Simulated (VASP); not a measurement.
# In3B2As (P6/mmm) in VASP: further runs

In3B2As is run at these levels: PBE; tasks: relaxation of cell and atoms.

All numbers are computed with VASP 6.6.1; they aren't measurements. Logs are shortened: lines on timing, memory, paths and dates and some standing lists are left out, and cuts for length are marked.

### Step 1. The cell of the first run

It takes space group P6/mmm (No. 191, hexagonal). Conventional cell: a = 6.511 Å, b = 6.511 Å, c = 3.262 Å, α = 90.00°, β = 90.00°, γ = 120.00°. Within 3.3 Å of In (site symmetry mmm) lie 4 B at 2.49 Å and 6 In at 3.26 Å. B (site symmetry -6m2) has 6 In at 2.49 Å and 2 B at 3.26 Å within 3.3 Å. As (site symmetry 6/mmm) has 2 As at 3.26 Å and 12 In at 3.64 Å and 6 B at 3.76 Å within 4.3 Å.

### Step 2. Relaxation of cell and atoms, PBE

INCAR

```
PREC = Accurate
ENCUT = 600
EDIFF = 1E-6
ISMEAR = 0
SIGMA = 0.1
LREAL = False
LASPH = True
NELM = 60
ALGO = Normal
ISIF = 3
LWAVE = False
LCHARG = False
GGA = PE
IBRION = 2
NSW = 90
EDIFFG = -0.04
```

KPOINTS

```
Automatic mesh
0
Gamma
  3 3 6
```

POSCAR

```
In3B2As
1.0
    6.5108547548      0.0000000000      0.0000000000
   -3.2554273774      5.6385656180      0.0000000000
    0.0000000000      0.0000000000      3.2616732444
In B As
3 2 1
Direct
    0.5000000000      0.0000000000      0.5000000000
    0.0000000000      0.5000000000      0.5000000000
    0.5000000000      0.5000000000      0.5000000000
    0.3333333333      0.6666666667      0.0000000000
    0.6666666667      0.3333333333      0.0000000000
    0.0000000000      0.0000000000      0.0000000000
```

Potentials or basis: VASP PAW PBE potentials, release 64 (In_d, B, As).

The run is started by

```console
> cat potpaw_PBE.64/In_d/POTCAR potpaw_PBE.64/B/POTCAR potpaw_PBE.64/As/POTCAR > POTCAR
> mpirun -np 1 vasp_std > vasp.out
```

OUTCAR:

```text
PREC = Accurate
   ENCUT = 600
   EDIFF = 1E-6
   ISMEAR = 0
   LREAL = False
   LASPH = True
   NELM = 60
   ISIF = 3
   GGA = PE
   IBRION = 2
   NSW = 90
   EDIFFG = -0.04

 ion  position               nearest neighbor table
   1  0.500  0.000  0.500-   4 2.49   5 2.49   4 2.49   5 2.49   2 3.26   3 3.26   3 3.26   2 3.26

   2  0.000  0.500  0.500-   4 2.49   5 2.49   4 2.49   5 2.49   1 3.26   1 3.26   3 3.26   3 3.26

   3  0.500  0.500  0.500-   4 2.49   5 2.49   4 2.49   5 2.49   1 3.26   1 3.26   2 3.26   2 3.26

   4  0.333  0.667  0.000-   1 2.49   1 2.49   2 2.49   2 2.49   3 2.49   3 2.49
   5  0.667  0.333  0.000-   1 2.49   1 2.49   2 2.49   2 2.49   3 2.49   3 2.49
   6  0.000  0.000  0.000-

  LATTYP: Found a hexagonal cell.
 ALAT       =     6.5108547548
 C/A-ratio  =     0.5009593006

  Lattice vectors:

 A1 = (   6.5108547548,   0.0000000000,   0.0000000000)
 A2 = (  -3.2554273774,   5.6385656180,   0.0000000000)
 A3 = (   0.0000000000,   0.0000000000,   3.2616732444)

Analysis of symmetry for initial positions (statically):
=====================================================================
 Subroutine PRICEL returns:
 Original cell was already a primitive cell.

 Routine SETGRP: Setting up the symmetry group for a
 hexagonal supercell.

 Subroutine GETGRP returns: Found 24 space group operations
 (whereof 24 operations were pure point group operations)
 out of a pool of 24 trial point group operations.

The static configuration has the point symmetry D_6h.

Analysis of symmetry for dynamics (positions and initial velocities):
=====================================================================
 Subroutine PRICEL returns:
 Original cell was already a primitive cell.

 Routine SETGRP: Setting up the symmetry group for a
 hexagonal supercell.

 Subroutine GETGRP returns: Found 24 space group operations
 (whereof 24 operations were pure point group operations)
 out of a pool of 24 trial point group operations.

The dynamic configuration has the point symmetry D_6h.

 Subroutine INISYM returns: Found 24 space group operations
 (whereof 24 operations are pure point group operations),
 and found     1 'primitive' translations

----------------------------------------------------------------------------------------

                                     Primitive cell

  volume of cell :     119.7422

  direct lattice vectors                    reciprocal lattice vectors
     6.510854755  0.000000000  0.000000000     0.153589665  0.088675034  0.000000000
    -3.255427377  5.638565618  0.000000000     0.000000000  0.177350069  0.000000000
     0.000000000  0.000000000  3.261673244     0.000000000  0.000000000  0.306591104

  length of vectors
     6.510854755  6.510854755  3.261673244     0.177350069  0.177350069  0.306591104

  position of ions in fractional coordinates (direct lattice)
     0.500000000  0.000000000  0.500000000
     1.000000000  0.500000000  0.500000000
     0.500000000  0.500000000  0.500000000
     0.333333333  0.666666667  0.000000000
     0.666666667  0.333333333  0.000000000
     0.000000000  0.000000000  0.000000000

  ion indices of the primitive-cell ions
   primitive index   ion index
                 1           1
                 2           2
                 3           3
                 4           4
                 5           5
                 6           6

----------------------------------------------------------------------------------------

 KPOINTS: Automatic mesh

Automatic generation of k-mesh.
 Grid dimensions read from file:
 generate k-points for:    3    3    6

 Generating k-lattice:

  Cartesian coordinates                     Fractional coordinates (reciprocal lattice)
     0.051196555  0.029558345  0.000000000     0.333333333 -0.000000000  0.000000000
     0.000000000  0.059116690  0.000000000     0.000000000  0.333333333  0.000000000
     0.000000000  0.000000000  0.051098517     0.000000000  0.000000000  0.166666667

  Length of vectors
     0.059116690  0.059116690  0.051098517

  Shift w.r.t. Gamma in fractional coordinates (k-lattice)
     0.000000000  0.000000000  0.000000000

 Subroutine IBZKPT returns following result:
 ===========================================

 Found     12 irreducible k-points:

 Following reciprocal coordinates:
            Coordinates               Weight
  0.000000  0.000000  0.000000      1.000000
  0.333333 -0.000000  0.000000      6.000000
  0.333333  0.333333  0.000000      2.000000
  0.000000  0.000000  0.166667      2.000000
  0.333333 -0.000000  0.166667     12.000000
  0.333333  0.333333  0.166667      4.000000
  0.000000  0.000000  0.333333      2.000000
  0.333333 -0.000000  0.333333     12.000000
  0.333333  0.333333  0.333333      4.000000
  0.000000  0.000000  0.500000      1.000000
  0.333333 -0.000000  0.500000      6.000000
  0.333333  0.333333  0.500000      2.000000
   k-points           NKPTS =     12   k-points in BZ     NKDIM =     12   number of bands    NBANDS=     30
   number of dos      NEDOS =    301   number of ions     NIONS =      6
   total plane-waves  NPLWV =  81648
   dimension x,y,z NGX =    54 NGY =   54 NGZ =   28
   dimension x,y,z NGXF=   108 NGYF=  108 NGZF=   56
   ions per type =               3   2   1
   NGX,Y,Z   is equivalent  to a cutoff of  13.79, 13.79, 14.27 a.u.
   NGXF,Y,Z  is equivalent  to a cutoff of  27.58, 27.58, 28.54 a.u.
 SYSTEM =  unknown system
   PREC   = accura    normal or accurate (medium, high low for compatibility)
   ISTART =      0    job   : 0-new  1-cont  2-samecut
   ICHARG =      2    charge: 1-file 2-atom 10-const
   ISPIN  =      1    spin polarized calculation?
   LNONCOLLINEAR =      F non collinear calculations
   LSORBIT =      F    spin-orbit coupling
   LASPH  =      T    aspherical Exc in radial PAW
   ENCUT  =  600.0 eV  44.10 Ry    6.64 a.u.  13.00 13.00  6.51*2*pi/ulx,y,z
   NELM   =     60;   NELMIN=  2; NELMDL= -5     # of ELM steps
   EDIFF  = 0.1E-05   stopping-criterion for ELM
   LREAL  =      F    real-space projection
   EDIFFG = -.4E-01   stopping-criterion for IOM
   NSW    =     90    number of steps for IOM
   IBRION =      2    ionic relax: 0-MD 1-quasi-New 2-CG
   NFREE  =      1    steps in history (QN), initial steepest desc. (CG)
   ISIF   =      3    stress and relaxation
   ISYM   =      2    0-nonsym 1-usesym 2-fastsym
   POTIM  = 0.5000    time-step for ionic-motion
   TEBEG  =    0.0;   TEEND  =   0.0 temperature during run
   PSTRESS=    0.0 pullay stress
   NELECT =      50.0000    total number of electrons
   NUPDOWN=      -1.0000    fix difference up-down
   EMIN   =  10.00;   EMAX   =-10.00  energy-range for DOS
   EFERMI =   0.00;   METHOD = LEGACY
   ISMEAR =     0;   SIGMA  =   0.10  broadening in eV -4-tet -1-fermi 0-gaus
   EFERMI_NEDOS =   21; number of points for ismear=-14 and -15
   IALGO  =     38    algorithm
   IMIX   =      4    mixing-type and parameters
     AMIX     =   0.40;   BMIX     =  1.00
     AMIX_MAG =   1.60;   BMIX_MAG =  1.00
  volume/ion in A,a.u.               =      19.96       134.68
  Fermi-wavevector in a.u.,A,eV,Ry     =   1.223627  2.312320 20.371508  1.497264
  Thomas-Fermi vector in A             =   2.358731
   LORBIT       =      0    0 simple, 1 ext, 2 COOP (PROOUT), +10 PAW based schemes
   GGA     = PE    functional components
   LHFCALC =     F    Hartree Fock is set to
   AEXX    =    0.0000 exact exchange contribution
   IVDW    =     0    specifies the selected vdW correction
   LEPSILON=     F    determine dielectric tensor
   LRPA    =     F    only Hartree local field effects (RPA)
 conjugate gradient relaxation of ions
 non-spin polarized calculation
 Gauss-broadening in eV      SIGMA  =   0.10
  energy-cutoff  :      600.00
  volume of cell :      119.74
 maximum number of plane-waves:      4038
 NGX is ok and might be reduce to    54
   NGX = 25   NGY = 25   NGZ = 13

--------------------------------------- Ionic step        1  -------------------------------------------

 number of electron      49.9999986 magnetization

 Free energy of the ion-electron system (eV)
  ---------------------------------------------------
  ext. energy  EPLUGINS =         0.00000000
  ---------------------------------------------------
  free energy    TOTEN  =       -19.82116069 eV

  energy without entropy =      -19.80137654  energy(sigma->0) =      -19.81126862

------------------------ aborting loop because EDIFF is reached ----------------------------------------

  FORCE on cell =-STRESS in cart. coord.  units (eV):
  Direction    XX          YY          ZZ          XY          YZ          ZX
  --------------------------------------------------------------------------------------
  -------------------------------------------------------------------------------------
  Total        2.5038345      2.5038345     -6.7799872      0.0000000     -0.0000000      0.0000000
  in kB       33.5018739     33.5018739    -90.7177691      0.0000000     -0.0000000      0.0000000
  external PRESSURE =      -7.9046737 kB  Pullay stress =       0.0000000 kB
[... 225 lines left out ...]
  energy  without entropy=      -20.1376568152  energy(sigma->0) =      -20.14175712

--------------------------------------- Ionic step        7  -------------------------------------------

 number of electron      49.9999988 magnetization

 Free energy of the ion-electron system (eV)
  ---------------------------------------------------
  ext. energy  EPLUGINS =         0.00000000
  ---------------------------------------------------
  free energy    TOTEN  =       -20.16153915 eV

  energy without entropy =      -20.15174492  energy(sigma->0) =      -20.15664203

 E-fermi :   6.3603     XC(G=0): -10.1938

 val. band max:        6.1137728727   @ k =   0.3333  -0.0000   0.1667
 cond. band min:       6.3850487904   @ k =   0.3333  -0.0000   0.5000
 fundamental gap:      0.2712759177
 Fermi energy:         6.3602631955

 k-point     1 :       0.0000    0.0000    0.0000
  band No.  band energies     occupation
      1      -8.7818      2.00000
      2      -8.7215      2.00000
      3      -8.7215      2.00000
      4      -8.6979      2.00000
      5      -8.4908      2.00000
      6      -8.4908      2.00000
[... 418 lines left out ...]
  FREE ENERGIE OF THE ION-ELECTRON SYSTEM (eV)
  ---------------------------------------------------
  free  energy   TOTEN  =       -20.1615391457 eV

  energy  without entropy=      -20.1517449235  energy(sigma->0) =      -20.15664203

 reached required accuracy - stopping structural energy minimisation
```

Wall time 3 min (1 thread of Intel Xeon 6975P-C (Granite Rapids), shared host); peak memory 0.3 GiB.

Results:

| Quantity | Value |
| --- | --- |
| Free energy | -20.1615 eV |
| Relaxed volume | 20.07 Å³/atom |
| Relaxed cell | a = 6.783 Å, b = 6.783 Å, c = 3.023 Å, α = 90.00°, β = 90.00°, γ = 120.00° |
| Space group after relaxing (to 0.05 Å) | P6/mmm (No. 191) |
| Energy gained by relaxing | 56.7 meV/atom |
| Ionic steps | 7 |
| Pressure after relaxing | -0.2 GPa |
| Band gap on the k mesh | zero (band 25 reaches 7.97 eV, above the bottom of band 26 at 5.76 eV) |

Stress tensor (GPa, compression positive):
```
-0.31  0.00  0.00
 0.00 -0.31  0.00
 0.00  0.00 -0.07
```

Step by step:
| step | energy change (eV) | largest force (eV/Å) | pressure (GPa) | volume (Å³) |
| --- | --- | --- | --- | --- |
| 1 | 0.0000 | 0.0000 | -0.79 | 119.74 |
| 2 | -0.2894 | 0.0000 | 0.76 | 117.82 |
| 3 | -0.3227 | 0.0000 | 1.46 | 117.09 |
| 4 | -0.2495 | 0.0000 | 3.46 | 115.48 |
| 5 | -0.3121 | 0.0000 | 2.27 | 116.46 |
| 6 | -0.3247 | 0.0000 | 1.63 | 116.90 |
| 7 | -0.3404 | 0.0000 | -0.23 | 120.44 |

Final structure:
```xyz
6
Lattice="6.7826 0.0000 0.0000 -3.3913 5.8739 0.0000 0.0000 0.0000 3.0230" Properties=species:S:1:pos:R:3 pbc="T T T"
In    0.0000    5.8739    1.5115
In   -1.6957    2.9370    1.5115
In    1.6957    2.9370    1.5115
B     0.0000    3.9160    0.0000
B     3.3913    1.9580    0.0000
As    0.0000    0.0000    0.0000
```

Levels at points of the mesh, in eV from the Fermi level:
```
           k point  band 23  band 24  band 25  band 26  band 27  band 28
(0.00, 0.00, 0.00)    -0.71    -0.71     1.61     1.76     3.33     4.14
(0.00, 0.00, 0.50)    -3.05    -1.34    -1.34    -0.60    -0.60     0.77
```

Caveat: the k points lie up to 0.36 Å⁻¹ apart in the final cell; spin-orbit coupling is left out, which moves the levels of the heavy elements.

### Step 3. Relaxation of cell and atoms, PBE

This run uses another cell than the first one, of 18.29 Å³/atom, 0.917 times its volume.

INCAR

```
PREC = Accurate ; ENCUT = 600
EDIFF = 1E-7 ; ISMEAR = 0
SIGMA = 0.1 ; LREAL = F
LASPH = T ; NELM = 80
ALGO = Normal ; ISIF = 3
LWAVE = F ; LCHARG = F
GGA = PE ; IBRION = 2
NSW = 90 ; EDIFFG = -0.04
```

KPOINTS

```
Automatic mesh
0
Gamma
  6 6 4
```

POSCAR

```
In3B2As
1.0
    5.6168027400      0.0000000000      0.0000000000
   -2.8084013700      4.8642938600      0.0000000000
    0.0000000000      0.0000000000      4.0174014500
In B As
3 2 1
Direct
    0.5000000000      0.0000000000      0.5000000000
    0.0000000000      0.5000000000      0.5000000000
    0.5000000000      0.5000000000      0.5000000000
    0.3333333300      0.6666666700      0.0000000000
    0.6666666700      0.3333333300      0.0000000000
    0.0000000000      0.0000000000      0.0000000000
```

Potentials or basis: VASP PAW PBE potentials, release 64 (In_d, B, As).

The run is started by

```console
> cat potpaw_PBE.64/In_d/POTCAR potpaw_PBE.64/B/POTCAR potpaw_PBE.64/As/POTCAR > POTCAR
> mpirun -np 1 vasp_std > vasp.out
```

It took 5.4 min on 1 thread of Intel Xeon 6975P-C (Granite Rapids), shared host; peak memory 0.31 GiB.

It converged, with:

| Item | Value |
| --- | --- |
| Free energy | -20.1101 eV |
| Relaxed volume | 20.06 Å³/atom |
| Relaxed cell | a = 6.530 Å, b = 6.530 Å, c = 3.259 Å, α = 90.00°, β = 90.00°, γ = 120.00° |
| Space group after relaxing (to 0.05 Å) | P6/mmm (No. 191) |
| Energy gained by relaxing | 392.0 meV/atom |
| Ionic steps | 9 |
| Pressure after relaxing | -0.2 GPa |
| Band gap on the k mesh | zero (band 25 reaches 7.35 eV, above the bottom of band 26 at 5.32 eV) |

Stress tensor (GPa, compression positive):
```
-0.30  0.00  0.00
 0.00 -0.30  0.00
 0.00  0.00  0.02
```

Step by step:
```
step  energy change (eV)  largest force (eV/Å)  pressure (GPa)  volume (Å³)
   1              0.0000                0.0000            7.26       109.76
   2             -0.8851                0.0000           -2.21       123.18
   3             -1.1151                0.0000           -6.49       135.77
   4             -1.6469                0.0000           -6.59       135.55
   5             -2.0635                0.0000           -4.73       133.50
   6             -2.0619                0.0000           -5.69       134.47
   7             -2.0846                0.0000           -5.41       134.17
   8             -2.3114                0.0000           -2.41       125.15
   9             -2.3522                0.0000           -0.20       120.36
```

Final structure:
```xyz
6
Lattice="6.5300 0.0000 0.0000 -3.2650 5.6552 0.0000 0.0000 0.0000 3.2593" Properties=species:S:1:pos:R:3 pbc="T T T"
In    3.2650    0.0000    1.6296
In   -1.6325    2.8276    1.6296
In    1.6325    2.8276    1.6296
B     0.0000    3.7701    0.0000
B     3.2650    1.8851    0.0000
As    0.0000    0.0000    0.0000
```

Levels at points of the mesh, in eV from the Fermi level:
```
           k point  band 23  band 24  band 25  band 26  band 27  band 28
(0.00, 0.00, 0.00)     0.33     0.33     0.58     2.52     2.82     3.21
(0.50, 0.00, 0.00)    -1.27    -0.42     1.24     1.28     1.91     3.15
(0.00, 0.00, 0.50)    -2.13    -1.30    -1.30    -0.67    -0.67     0.67
(0.50, 0.00, 0.50)    -1.88    -0.73    -0.21     0.58     0.64     1.09
```

Caveat: the k points lie up to 0.48 Å⁻¹ apart in the final cell; spin-orbit coupling is left out, which moves the levels of the heavy elements.
